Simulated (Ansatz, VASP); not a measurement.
# One calculation of KCl, two programs

INCAR

```
SYSTEM = KCl
PREC = Accurate ; ENCUT = 520
EDIFF = 1E-7 ; ISMEAR = 0
SIGMA = 0.05 ; LREAL = .FALSE.
LASPH = .TRUE. ; NELM = 80
ALGO = Normal ; ISIF = 2
LWAVE = .FALSE. ; LCHARG = .TRUE.
GGA = PS ; LELF = .TRUE.
LVHAR = .TRUE. ; NBANDS = 15
```

The input KPOINTS:

```
regular mesh
0
G
  6 6 6
  0 0 0
```

The input POSCAR:

```
KCl
1.0
    3.8967839400      0.0000000000      0.0000000000
    0.0000000000      3.8967839400      0.0000000000
    0.0000000000      0.0000000000      3.8391960000
K Cl
1 1
Direct
    0.0000000000      0.0000000000      0.0000000000
    0.5000000000      0.5000000000      0.5000000000
```

Input for Ansatz:

```yaml
crystal:
  lattice:
    - [3.89678394, 0.0, 0.0]
    - [0.0, 3.89678394, 0.0]
    - [0.0, 0.0, 3.839196]
  atoms:
    - { symbol: K, position: [0.0, 0.0, 0.0] }
    - { symbol: Cl, position: [0.5, 0.5, 0.5] }
basis:
  ecutwfc: 420
kpoints:
  mp_grid: { grid: [6, 6, 6] }
hamiltonian:
  xc: pbesol
scf:
  occupations: { method: gaussian, width: 0.05 }
output:
  forces: true
  stress: true
  eigenvalues: true
```

Change from the starting cell: strain +0.0150 x Voigt [1, 1, 0, 0, 0, 0], atoms carried along.

Alike in both runs: task single point; functional PBEsol; k mesh 6 × 6 × 6; occupations gaussian, width 0.05 eV; no spin polarisation.

|  | VASP | Ansatz |
| --- | --- | --- |
| version | VASP 6.6.1 | Ansatz 0.2.0 |
| potentials or method | VASP PAW PBE potentials, release 64 (K_sv, Cl), cutoff 520 eV | scalar-relativistic, plane waves, PAW |
| valence electrons in the cell | 16 | 16 |

VASP gave:

```
gap on the k mesh at the Fermi level (eV)                     : 4.46
least direct gap on the mesh (eV)                             : 4.65
pressure (GPa)                                                : -1.8
traceless stress, the component that is largest in VASP (GPa) : 0.40
```

**Question.** What did Ansatz give for the same quantities?

**Answer.** gap on the k mesh at the Fermi level (eV): 4.46; least direct gap on the mesh (eV): 4.66; pressure (GPa): -1.8; traceless stress, the component that is largest in VASP (GPa): 0.40.

VASP's potentials were made for PBE, not for PBEsol. With one functional, cell and mesh, what is left measures potentials, basis and numerics.
